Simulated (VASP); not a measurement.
**Cs2ZrS6: single point with PBE**

The system is Cs2ZrS6.

```
Zr S Cs
1.0
     3.54240    6.13562    0.00000
    -3.54240    6.13562    0.00000
     0.00000    0.00000    5.53742
Zr S Cs
1 6 2
Direct
  0.00000 0.00000 0.00000
  0.16000 0.68000 0.19800
  0.16000 0.16000 0.19800
  0.68000 0.16000 0.19800
  0.84000 0.32000 0.80200
  0.32000 0.84000 0.80200
  0.84000 0.84000 0.80200
  0.33330 0.33340 0.69200
  0.66670 0.66660 0.30800
```

* Program: VASP 6.6.1
* Task: single point
* Functional: PBE
* Potentials or basis: VASP PAW PBE potentials, release 64 (Zr_sv, S, Cs_sv)
* Cutoff: 520 eV
* k mesh: 3 × 3 × 3
* Occupations: fermi-dirac, width 0.1 eV
* Spin: no spin polarisation
* Dipole correction: no
* Charge: -1
* Further INCAR settings: ALGO = Normal; EDIFF = 1e-06; NBANDS = 43; NELECT = 67.0

```json
{"Largest force": "4.491 eV/Å"}
```

Forces in eV/Å, atoms in the order of the input:
```
Zr   0.000  0.000  0.000
S    3.149 -1.818  2.634
S    0.000  3.637  2.635
S   -3.150 -1.818  2.635
S   -3.149  1.818 -2.634
S    3.150  1.818 -2.635
S    0.000 -3.637 -2.635
Cs   0.001 -0.001  0.113
Cs  -0.001  0.001 -0.113
```

Levels at points of the mesh, in eV from the Fermi level:
```csv
k point,band 30,band 31,band 32,band 33,band 34,band 35,band 36,band 37,band 38,band 39
"(0.00, 0.00, 0.00)",-1.15,-0.04,-0.04,0.14,0.14,0.27,0.46,2.95,2.95,3.06
```

Run time: 77 s on 1 thread of Intel(R) Xeon(R) Platinum 8488C (Sapphire Rapids) (shared host), peak memory 0.39 GiB.

Caveat: the k points lie up to 0.38 Å⁻¹ apart, too coarse for converged energies and pressures of a metal; the cell carries a net charge on a neutralising background, which shifts energy and pressure; the cell is charged against a uniform background, so pressure and absolute levels hang on convention; spin-orbit coupling is left out, which moves the levels of the heavy elements; forces of over 1 eV/Å act on the atoms, so gaps and moduli don't describe the material at rest.
